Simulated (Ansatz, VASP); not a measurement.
## LiF in VASP and in Ansatz

Contents of INCAR:

```
  PREC = Accurate
  ENCUT = 520
  EDIFF = 1E-7
  ISMEAR = 0
  SIGMA = 0.05
  LREAL = False
  LASPH = True
  NELM = 100
  ALGO = Normal
  ISIF = 2
  LWAVE = False
  LCHARG = False
  GGA = PE
  NBANDS = 12
```

File KPOINTS:

```
regular mesh
0
Gamma
  14 14 14
```

Contents of POSCAR:

```
LiF
1.0
    0.0000000000      2.0268640665      2.0268640665
    2.0268640665      0.0000000000      2.0268640665
    2.0268640665      2.0268640665      0.0000000000
Li F
1 1
Direct
    0.0000000000      0.0000000000      0.0000000000
    0.5000000000      0.5000000000      0.5000000000
```

Input for Ansatz:

```yaml
crystal:
  lattice:
    - [0.0, 2.0268640665, 2.0268640665]
    - [2.0268640665, 0.0, 2.0268640665]
    - [2.0268640665, 2.0268640665, 0.0]
  atoms:
    - { symbol: Li, position: [0.0, 0.0, 0.0] }
    - { symbol: F, position: [0.5, 0.5, 0.5] }
basis:
  ecutwfc: 420
  ecutrho_ratio: 4
kpoints:
  mp_grid: { grid: [14, 14, 14] }
hamiltonian:
  xc: pbe
scf:
  occupations: { method: gaussian, width: 0.05 }
output:
  forces: true
  stress: true
  eigenvalues: true
```

Alike in both runs: task single point; functional PBE; k mesh 14 × 14 × 14; occupations gaussian, width 0.05 eV; no spin polarisation.

|  | VASP | Ansatz |
| --- | --- | --- |
| version | VASP 6.6.1 | Ansatz 0.2.0 |
| potentials or method | VASP PAW PBE potentials, release 64 (Li_sv, F), cutoff 520 eV | scalar-relativistic, plane waves, PAW |
| valence electrons in the cell | 10 | 10 |

```tsv
	VASP	Ansatz	Ansatz less VASP
gap on the k mesh at the Fermi level (eV)	8.92	8.92	+0.001
least direct gap on the mesh (eV)	8.92	8.92	+0.002
```

Noted on VASP's run: the cutoff is short for stress, so the pressure is rough.
